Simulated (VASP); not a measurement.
KF: single point with PBE

KF:

```
CELL_PARAMETERS angstrom
0.00000 2.67350 2.80717
2.67350 0.00000 2.80717
2.67350 2.67350 0.00000
ATOMIC_POSITIONS crystal
K 0.00000 0.00000 0.00000
F 0.50000 0.50000 0.50000
```

This cell differs from its parent crystal: strain +0.000 along x and y, +0.050 along z.

```
Program                : VASP 6.6.1
Task                   : single point
Functional             : PBE
Potentials or basis    : VASP PAW PBE potentials, release 64 (K_sv, F)
Cutoff                 : 520 eV
k mesh                 : 8 × 8 × 8
Occupations            : gaussian, width 0.05 eV
Spin                   : no spin polarisation
Dipole correction      : no
Further INCAR settings : ALGO = Normal; EDIFF = 1e-07; NBANDS = 15
```

```
Pressure               : 0.0 GPa
Band gap on the k mesh : 5.88 eV, direct
```

Stress tensor (GPa, compression positive):
```
 0.63  0.00  0.00
 0.00  0.63  0.00
 0.00  0.00 -1.36
```

Levels at points of the mesh, in eV from the valence-band top:
| k point | band 6 | band 7 | band 8 | band 9 | band 10 | band 11 |
| --- | --- | --- | --- | --- | --- | --- |
| (0.00, 0.00, 0.00) | -0.05 | 0.00 | 0.00 | 5.88 | 10.35 | 10.62 |
| (0.50, 0.00, 0.00) | -0.76 | -0.34 | -0.32 | 8.83 | 10.21 | 11.69 |
| (0.50, 0.50, 0.00) | -0.31 | -0.06 | -0.06 | 8.25 | 10.00 | 11.09 |
| (0.50, 0.00, 0.50) | -0.22 | -0.12 | -0.07 | 8.09 | 10.02 | 11.54 |

Run time: 34 s on 1 thread of Intel(R) Xeon(R) Platinum 8259CL CPU @ 2.50GHz (Skylake/Cascade Lake), on a shared host, peak memory 0.18 GiB.

Caveat: the cell differs from its parent crystal (strain +0.000 along x and y, +0.050 along z). A k mesh can miss the band edges.
